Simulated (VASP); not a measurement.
# Cu3Te (Pm-3m) in VASP: further runs

The runs below take Cu3Te through single point, relaxation of cell and atoms, with PBE.

All numbers are computed with VASP 6.6.1; they aren't measurements. Logs are shortened: lines on timing, memory, paths and dates and some standing lists are left out, and cuts for length are marked.

## (1) The cell of the first run

It takes space group Pm-3m (No. 221, cubic). Conventional cell: a = 3.962 Å, b = 3.962 Å, c = 3.962 Å, α = 90.00°, β = 90.00°, γ = 90.00°. Te (site symmetry m-3m) has 12 Cu at 2.80 Å within 3.7 Å. Cu (site symmetry 4/mmm) has 4 Te at 2.80 Å and 8 Cu at 2.80 Å within 3.7 Å.

## (2) Single point, PBE

Contents of INCAR:

```
ALGO = Normal ; EDIFF = 1E-6
ENCUT = 520 ; GGA = PE
ISIF = 2 ; ISMEAR = 0
LASPH = True ; LCHARG = True
LELF = True ; LREAL = False
LVHAR = True ; LWAVE = False
NBANDS = 28 ; NELM = 80
PREC = Accurate ; SIGMA = 0.05
```

Contents of KPOINTS:

```
k-points
0
Gamma
  6 6 6
```

Contents of POSCAR:

```
Cu3Te
1.0
    3.9616970139      0.0000000000      0.0000000000
    0.0000000000      3.9616970139      0.0000000000
    0.0000000000      0.0000000000      3.9616970139
Te Cu
1 3
Direct
    0.0000000000      0.0000000000      0.0000000000
    0.0000000000      0.5000000000      0.5000000000
    0.5000000000      0.0000000000      0.5000000000
    0.5000000000      0.5000000000      0.0000000000
```

Potentials or basis: VASP PAW PBE potentials, release 64 (Te, Cu).

Command:

```bash
> cat potpaw_PBE.64/Te/POTCAR potpaw_PBE.64/Cu/POTCAR > POTCAR
> mpirun -np 1 vasp_std > vasp.out
```

OUTCAR:

```text
EDIFF = 1E-6
   ENCUT = 520
   GGA = PE
   ISIF = 2
   ISMEAR = 0
   LASPH = True
   LREAL = False
   NELM = 80
   PREC = Accurate

 ion  position               nearest neighbor table
   1  0.000  0.000  0.000-   2 2.80   3 2.80   4 2.80   2 2.80   3 2.80   2 2.80   4 2.80   2 2.80
                             3 2.80   4 2.80   3 2.80   4 2.80
   2  0.000  0.500  0.500-   1 2.80   1 2.80   1 2.80   1 2.80
   3  0.500  0.000  0.500-   1 2.80   1 2.80   1 2.80   1 2.80
   4  0.500  0.500  0.000-   1 2.80   1 2.80   1 2.80   1 2.80

  LATTYP: Found a simple cubic cell.
 ALAT       =     3.9616970139

  Lattice vectors:

 A1 = (   3.9616970139,   0.0000000000,   0.0000000000)
 A2 = (   0.0000000000,   3.9616970139,   0.0000000000)
 A3 = (   0.0000000000,   0.0000000000,   3.9616970139)

Analysis of symmetry for initial positions (statically):
=====================================================================
 Subroutine PRICEL returns:
 Original cell was already a primitive cell.

 Routine SETGRP: Setting up the symmetry group for a
 simple cubic supercell.

 Subroutine GETGRP returns: Found 48 space group operations
 (whereof 48 operations were pure point group operations)
 out of a pool of 48 trial point group operations.

The static configuration has the point symmetry O_h .

Analysis of symmetry for dynamics (positions and initial velocities):
=====================================================================
 Subroutine PRICEL returns:
 Original cell was already a primitive cell.

 Routine SETGRP: Setting up the symmetry group for a
 simple cubic supercell.

 Subroutine GETGRP returns: Found 48 space group operations
 (whereof 48 operations were pure point group operations)
 out of a pool of 48 trial point group operations.

The dynamic configuration has the point symmetry O_h .

 Subroutine INISYM returns: Found 48 space group operations
 (whereof 48 operations are pure point group operations),
 and found     1 'primitive' translations

----------------------------------------------------------------------------------------

                                     Primitive cell

  volume of cell :      62.1790

  direct lattice vectors                    reciprocal lattice vectors
     3.961697014  0.000000000  0.000000000     0.252417082  0.000000000  0.000000000
     0.000000000  3.961697014  0.000000000     0.000000000  0.252417082  0.000000000
     0.000000000  0.000000000  3.961697014     0.000000000  0.000000000  0.252417082

  length of vectors
     3.961697014  3.961697014  3.961697014     0.252417082  0.252417082  0.252417082

  position of ions in fractional coordinates (direct lattice)
     0.000000000  0.000000000  0.000000000
     0.000000000  0.500000000  0.500000000
     0.500000000  0.000000000  0.500000000
     0.500000000  0.500000000  0.000000000

  ion indices of the primitive-cell ions
   primitive index   ion index
                 1           1
                 2           2
                 3           3
                 4           4

----------------------------------------------------------------------------------------

 KPOINTS: k-points

Automatic generation of k-mesh.
 Grid dimensions read from file:
 generate k-points for:    6    6    6

 Generating k-lattice:

  Cartesian coordinates                     Fractional coordinates (reciprocal lattice)
     0.042069514  0.000000000  0.000000000     0.166666667  0.000000000  0.000000000
     0.000000000  0.042069514  0.000000000     0.000000000  0.166666667  0.000000000
     0.000000000  0.000000000  0.042069514     0.000000000  0.000000000  0.166666667

  Length of vectors
     0.042069514  0.042069514  0.042069514

  Shift w.r.t. Gamma in fractional coordinates (k-lattice)
     0.000000000  0.000000000  0.000000000

 Subroutine IBZKPT returns following result:
 ===========================================

 Found     20 irreducible k-points:

 Following reciprocal coordinates:
            Coordinates               Weight
  0.000000  0.000000  0.000000      1.000000
  0.166667  0.000000  0.000000      6.000000
  0.333333  0.000000  0.000000      6.000000
  0.500000  0.000000  0.000000      3.000000
  0.166667  0.166667  0.000000     12.000000
  0.333333  0.166667  0.000000     24.000000
[... 12 lines left out ...]
  0.500000  0.500000  0.333333      6.000000
  0.500000  0.500000  0.500000      1.000000
   k-points           NKPTS =     20   k-points in BZ     NKDIM =     20   number of bands    NBANDS=     28
   number of dos      NEDOS =    301   number of ions     NIONS =      4
   total plane-waves  NPLWV =  27000
   dimension x,y,z NGX =    30 NGY =   30 NGZ =   30
   dimension x,y,z NGXF=    60 NGYF=   60 NGZF=   60
   ions per type =               1   3
   NGX,Y,Z   is equivalent  to a cutoff of  12.59, 12.59, 12.59 a.u.
   NGXF,Y,Z  is equivalent  to a cutoff of  25.18, 25.18, 25.18 a.u.
 SYSTEM =  unknown system
   PREC   = accura    normal or accurate (medium, high low for compatibility)
   ISTART =      0    job   : 0-new  1-cont  2-samecut
   ICHARG =      2    charge: 1-file 2-atom 10-const
   ISPIN  =      1    spin polarized calculation?
   LNONCOLLINEAR =      F non collinear calculations
   LSORBIT =      F    spin-orbit coupling
   LASPH  =      T    aspherical Exc in radial PAW
   ENCUT  =  520.0 eV  38.22 Ry    6.18 a.u.   7.37  7.37  7.37*2*pi/ulx,y,z
   NELM   =     80;   NELMIN=  2; NELMDL= -5     # of ELM steps
   EDIFF  = 0.1E-05   stopping-criterion for ELM
   LREAL  =      F    real-space projection
   EDIFFG = 0.1E-04   stopping-criterion for IOM
   NSW    =      0    number of steps for IOM
   IBRION =     -1    ionic relax: 0-MD 1-quasi-New 2-CG
   NFREE  =      0    steps in history (QN), initial steepest desc. (CG)
   ISIF   =      2    stress and relaxation
   ISYM   =      2    0-nonsym 1-usesym 2-fastsym
   POTIM  = 0.5000    time-step for ionic-motion
   TEBEG  =    0.0;   TEEND  =   0.0 temperature during run
   PSTRESS=    0.0 pullay stress
   NELECT =      39.0000    total number of electrons
   NUPDOWN=      -1.0000    fix difference up-down
   EMIN   =  10.00;   EMAX   =-10.00  energy-range for DOS
   EFERMI =   0.00;   METHOD = LEGACY
   ISMEAR =     0;   SIGMA  =   0.05  broadening in eV -4-tet -1-fermi 0-gaus
   EFERMI_NEDOS =   21; number of points for ismear=-14 and -15
   IALGO  =     38    algorithm
   IMIX   =      4    mixing-type and parameters
     AMIX     =   0.40;   BMIX     =  1.00
     AMIX_MAG =   1.60;   BMIX_MAG =  1.00
  volume/ion in A,a.u.               =      15.54       104.90
  Fermi-wavevector in a.u.,A,eV,Ry     =   1.401356  2.648179 26.719098  1.963798
  Thomas-Fermi vector in A             =   2.524225
   LORBIT       =      0    0 simple, 1 ext, 2 COOP (PROOUT), +10 PAW based schemes
   GGA     = PE    functional components
   LHFCALC =     F    Hartree Fock is set to
   AEXX    =    0.0000 exact exchange contribution
   IVDW    =     0    specifies the selected vdW correction
   LEPSILON=     F    determine dielectric tensor
   LRPA    =     F    only Hartree local field effects (RPA)
 non-spin polarized calculation
 Gauss-broadening in eV      SIGMA  =   0.05
  energy-cutoff  :      520.00
  volume of cell :       62.18
 maximum number of plane-waves:      1743
 NGX is ok and might be reduce to    30
   NGX = 15   NGY = 15   NGZ = 15

 number of electron      39.0000103 magnetization

 Free energy of the ion-electron system (eV)
  ---------------------------------------------------
  ext. energy  EPLUGINS =         0.00000000
  ---------------------------------------------------
  free energy    TOTEN  =       -13.75070393 eV

  energy without entropy =      -13.75002836  energy(sigma->0) =      -13.75036615

 E-fermi :   8.6774     XC(G=0): -11.7296

 val. band max:        8.6230736910   @ k =   0.3333   0.0000   0.0000
 cond. band min:       8.8271975419   @ k =   0.5000   0.1667   0.1667
 fundamental gap:      0.2041238508
 Fermi energy:         8.6774201626

 k-point     1 :       0.0000    0.0000    0.0000
  band No.  band energies     occupation
      1      -5.1490      2.00000
      2       3.6826      2.00000
      3       4.4865      2.00000
      4       4.4865      2.00000
      5       4.7888      2.00000
      6       4.7888      2.00000
[... 20 lines left out ...]
     27      17.1654      0.00000
     28      17.1654      0.00000

 k-point     2 :       0.1667    0.0000    0.0000
  band No.  band energies     occupation
      1      -4.9702      2.00000
      2       2.9106      2.00000
      3       4.0869      2.00000
      4       4.4841      2.00000
      5       4.4841      2.00000
      6       4.6197      2.00000
[... 20 lines left out ...]
     27      16.6935      0.00000
     28      16.6935      0.00000

 k-point     3 :       0.3333    0.0000    0.0000
  band No.  band energies     occupation
      1      -4.5384      2.00000
      2       1.2469      2.00000
      3       4.1406      2.00000
      4       4.1406      2.00000
      5       4.3672      2.00000
      6       4.9330      2.00000
[... 20 lines left out ...]
     27      17.3689      0.00000
     28      17.3689      0.00000

 k-point     4 :       0.5000    0.0000    0.0000
  band No.  band energies     occupation
      1      -4.2628      2.00000
      2       0.5073      2.00000
      3       4.0173      2.00000
      4       4.0173      2.00000
      5       4.5713      2.00000
      6       4.9976      2.00000
[... 20 lines left out ...]
     27      18.1721      0.00000
     28      19.6350      0.00000

 k-point     5 :       0.1667    0.1667    0.0000
  band No.  band energies     occupation
      1      -4.7971      2.00000
      2       2.8010      2.00000
      3       3.3533      2.00000
      4       4.3135      2.00000
      5       4.3266      2.00000
      6       4.7549      2.00000
[... 20 lines left out ...]
     27      15.5581      0.00000
     28      17.2942      0.00000

 k-point     6 :       0.3333    0.1667    0.0000
  band No.  band energies     occupation
      1      -4.3818      2.00000
      2       1.4287      2.00000
      3       3.3336      2.00000
      4       4.0729      2.00000
      5       4.5121      2.00000
      6       4.9494      2.00000
[... 339 lines left out ...]
      5       4.8256      2.00000
      6       4.8410      2.00000
[... 20 lines left out ...]
     27      20.1139      0.00000
     28      20.1139      0.00000

 k-point    18 :       0.5000    0.3333    0.3333
  band No.  band energies     occupation
      1      -3.4382      2.00000
      2       2.1216      2.00000
      3       2.6585      2.00000
      4       3.3818      2.00000
      5       4.5434      2.00000
      6       4.7487      2.00000
[... 20 lines left out ...]
     27      20.4318      0.00000
     28      20.9831      0.00000

 k-point    19 :       0.5000    0.5000    0.3333
  band No.  band energies     occupation
      1      -3.3020      2.00000
      2       2.5894      2.00000
      3       2.5894      2.00000
      4       3.4153      2.00000
      5       4.2556      2.00000
      6       4.6903      2.00000
[... 20 lines left out ...]
     27      21.3606      0.00000
     28      21.3707      0.00000

 k-point    20 :       0.5000    0.5000    0.5000
  band No.  band energies     occupation
      1      -3.1934      2.00000
      2       3.2006      2.00000
      3       3.2006      2.00000
      4       3.2006      2.00000
      5       4.1969      2.00000
      6       4.1969      2.00000
[... 20 lines left out ...]
     27      22.4973      0.00000
     28      22.4973      0.00000

------------------------ aborting loop because EDIFF is reached ----------------------------------------

  FORCE on cell =-STRESS in cart. coord.  units (eV):
  Direction    XX          YY          ZZ          XY          YZ          ZX
  --------------------------------------------------------------------------------------
  -------------------------------------------------------------------------------------
  Total        0.0985801      0.0985801      0.0985801     -0.0000000      0.0000000      0.0000000
  in kB        2.5401302      2.5401302      2.5401302     -0.0000000      0.0000000      0.0000000
  external PRESSURE =       2.5401302 kB  Pullay stress =       0.0000000 kB

 VOLUME and BASIS-vectors are now :
 -----------------------------------------------------------------------------
  energy-cutoff  :      520.00
  volume of cell :       62.18
      direct lattice vectors                 reciprocal lattice vectors
     3.961697014  0.000000000  0.000000000     0.252417082  0.000000000  0.000000000
     0.000000000  3.961697014  0.000000000     0.000000000  0.252417082  0.000000000
     0.000000000  0.000000000  3.961697014     0.000000000  0.000000000  0.252417082

 POSITION                                       TOTAL-FORCE (eV/Angst)
 -----------------------------------------------------------------------------------
      0.00000      0.00000      0.00000         0.000000      0.000000      0.000000
      0.00000      1.98085      1.98085         0.000000      0.000000      0.000000
      1.98085      0.00000      1.98085         0.000000      0.000000      0.000000
      1.98085      1.98085      0.00000         0.000000      0.000000      0.000000
 -----------------------------------------------------------------------------------
    total drift:                                0.000000      0.000000     -0.000000

  FREE ENERGIE OF THE ION-ELECTRON SYSTEM (eV)
  ---------------------------------------------------
  free  energy   TOTEN  =       -13.7507039341 eV

  energy  without entropy=      -13.7500283600  energy(sigma->0) =      -13.75036615
```

It took 25 s on 1 thread of Intel Xeon Platinum 8559C (Emerald Rapids), shared host; peak memory 0.18 GiB.

What came out:

* Free energy: -13.7507 eV
* Pressure: 0.3 GPa
* Band gap on the k mesh: zero (an odd number of electrons rules out a gap without spin polarisation)

Levels at points of the mesh, in eV from the Fermi level:
| k point | band 16 | band 17 | band 18 | band 19 | band 20 | band 21 | band 22 | band 23 | band 24 | band 25 |
| --- | --- | --- | --- | --- | --- | --- | --- | --- | --- | --- |
| (0.00, 0.00, 0.00) | -2.27 | -2.13 | -2.13 | -2.13 | -1.20 | 2.68 | 2.68 | 6.06 | 6.06 | 6.06 |
| (0.50, 0.00, 0.00) | -2.44 | -2.12 | -0.40 | -0.40 | -0.07 | 2.74 | 2.74 | 3.08 | 3.43 | 4.66 |
| (0.50, 0.50, 0.00) | -2.71 | -2.61 | -1.87 | -1.87 | 0.82 | 2.49 | 4.80 | 4.80 | 4.97 | 4.97 |
| (0.50, 0.50, 0.50) | -2.42 | -2.24 | -2.24 | -2.24 | -1.42 | 0.49 | 0.49 | 0.49 | 10.69 | 10.69 |

Caveat: spin-orbit coupling is left out, which moves the levels of the heavy elements.

## (3) Relaxation of cell and atoms, PBE

This run uses another cell than the first one, of 15.41 Å³/atom.

Contents of INCAR:

```
ALGO = Normal
EDIFF = 1E-7
EDIFFG = -0.02
ENCUT = 600
GGA = PE
IBRION = 2
ISIF = 3
ISMEAR = 0
LASPH = T
LCHARG = F
LREAL = F
LWAVE = F
NELM = 60
NSW = 80
PREC = Accurate
SIGMA = 0.05
```

KPOINTS is that of step 2.

Contents of POSCAR:

```
Cu3Te
1.0
    3.9500000000      0.0000000000      0.0000000000
    0.0000000000      3.9500000000      0.0000000000
    0.0000000000      0.0000000000      3.9500000000
Te Cu
1 3
Direct
    0.0000000000      0.0000000000      0.0000000000
    0.0000000000      0.5000000000      0.5000000000
    0.5000000000      0.0000000000      0.5000000000
    0.5000000000      0.5000000000      0.0000000000
```

Potentials or basis: VASP PAW PBE potentials, release 64 (Te, Cu).

Command:

```bash
> cat potpaw_PBE.64/Te/POTCAR potpaw_PBE.64/Cu/POTCAR > POTCAR
> mpirun -np 1 vasp_std > vasp.out
```

Wall time 52 s (1 thread of Intel Xeon Platinum 8559C (Emerald Rapids), shared host); peak memory 0.2 GiB.

Results (log left out):

| Quantity | Value |
| --- | --- |
| Free energy | -13.7508 eV |
| Relaxed volume | 15.58 Å³/atom |
| Relaxed cell | a = 3.964 Å, b = 3.964 Å, c = 3.964 Å, α = 90.00°, β = 90.00°, γ = 90.00° |
| Space group after relaxing (to 0.1 Å) | Pm-3m (No. 221) |
| Energy gained by relaxing | 0.6 meV/atom |
| Ionic steps | 3 |
| Pressure after relaxing | 0.0 GPa |
| Band gap on the k mesh | zero (an odd number of electrons rules out a gap without spin polarisation) |

Step by step:
| step | energy change (eV) | largest force (eV/Å) | pressure (GPa) | volume (Å³) |
| --- | --- | --- | --- | --- |
| 1 | 0.0000 | 0.0000 | 1.16 | 61.63 |
| 2 | -0.0019 | 0.0000 | -0.49 | 62.63 |
| 3 | -0.0024 | 0.0000 | 0.02 | 62.31 |

Final structure:
```xyz
4
Lattice="3.9645 0.0000 0.0000 0.0000 3.9645 0.0000 0.0000 0.0000 3.9645" Properties=species:S:1:pos:R:3 pbc="T T T"
Te    0.0000    0.0000    0.0000
Cu    0.0000    1.9822    1.9822
Cu    1.9822    0.0000    1.9822
Cu    1.9822    1.9822    0.0000
```

Levels at points of the mesh, in eV from the Fermi level:
| k point | band 18 | band 19 | band 20 | band 21 | band 22 | band 23 |
| --- | --- | --- | --- | --- | --- | --- |
| (0.00, 0.00, 0.00) | -2.12 | -2.12 | -1.20 | 2.68 | 2.68 | 6.06 |
| (0.50, 0.00, 0.00) | -0.40 | -0.40 | -0.08 | 2.75 | 2.75 | 3.08 |
| (0.50, 0.50, 0.00) | -1.86 | -1.86 | 0.82 | 2.49 | 4.80 | 4.80 |
| (0.50, 0.50, 0.50) | -2.23 | -2.23 | -1.41 | 0.49 | 0.49 | 0.49 |

Caveat: spin-orbit coupling is left out, which moves the levels of the heavy elements.
